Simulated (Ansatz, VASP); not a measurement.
**One calculation of HfB2, two programs**

Contents of INCAR:

```
ALGO = Normal ; EDIFF = 1E-6
EDIFFG = -0.03 ; ENCUT = 600
GGA = PE ; IBRION = 2
ISIF = 3 ; ISMEAR = 0
LASPH = True ; LCHARG = False
LREAL = False ; LWAVE = False
NELM = 100 ; NSW = 80
PREC = Accurate ; SIGMA = 0.05
```

The input KPOINTS:

```
k-points
0
Gamma
  8 8 6
```

POSCAR

```
HfB2
1.0
    3.1400000000      0.0000000000      0.0000000000
   -1.5700000000      2.7193197679      0.0000000000
    0.0000000000      0.0000000000      3.4800000000
Hf B
1 2
Direct
    0.0000000000      0.0000000000      0.0000000000
    0.3333333333      0.6666666667      0.5000000000
    0.6666666667      0.3333333333      0.5000000000
```

Input for Ansatz:

```yaml
crystal:
  lattice:
    - [3.14, 0.0, 0.0]
    - [-1.57, 2.7193197679, 0.0]
    - [0.0, 0.0, 3.48]
  atoms:
    - { symbol: Hf, position: [0.0, 0.0, 0.0] }
    - { symbol: B, position: [0.3333333333, 0.6666666667, 0.5] }
    - { symbol: B, position: [0.6666666667, 0.3333333333, 0.5] }
basis:
  ecutwfc: 420
  ecutrho_ratio: 4
kpoints:
  mp_grid: { grid: [8, 8, 6] }
hamiltonian:
  xc: pbe
scf:
  occupations: { method: gaussian, width: 0.05 }
output:
  forces: true
  stress: true
  eigenvalues: true
relax:
  f_tol: 0.03
  max_steps: 60
  cell: { stress_tol: 0.3 }
```

Alike in both runs: task relaxation of cell and atoms; functional PBE; k mesh 8 × 8 × 6; occupations gaussian, width 0.05 eV; no spin polarisation.

|  | VASP | Ansatz |
| --- | --- | --- |
| version | VASP 6.6.1 | Ansatz 0.2.0 |
| potentials or method | VASP PAW PBE potentials, release 64 (Hf_pv, B), cutoff 600 eV | scalar-relativistic, plane waves, PAW |
| valence electrons in the cell | 16 | 32 |

Ansatz gave:

| Item | Value |
| --- | --- |
| gap on the k mesh at the Fermi level, each at its own relaxed structure (eV) | none |
| relaxed volume (Å³/atom) | 9.96 |
| relaxed cell length with the largest relative difference (Å) | 3.146 |

Q: Estimate VASP's values.

A: gap on the k mesh at the Fermi level, each at its own relaxed structure (eV): none; relaxed volume (Å³/atom): 9.94; relaxed cell length with the largest relative difference (Å): 3.144.

A gap of «none» marks a metal or a gap that the smearing closes. VASP's potentials hold 16 valence electrons a cell and Ansatz's 32, so a difference there can come from the potentials and not from the codes.

Neither program's run includes spin-orbit coupling.
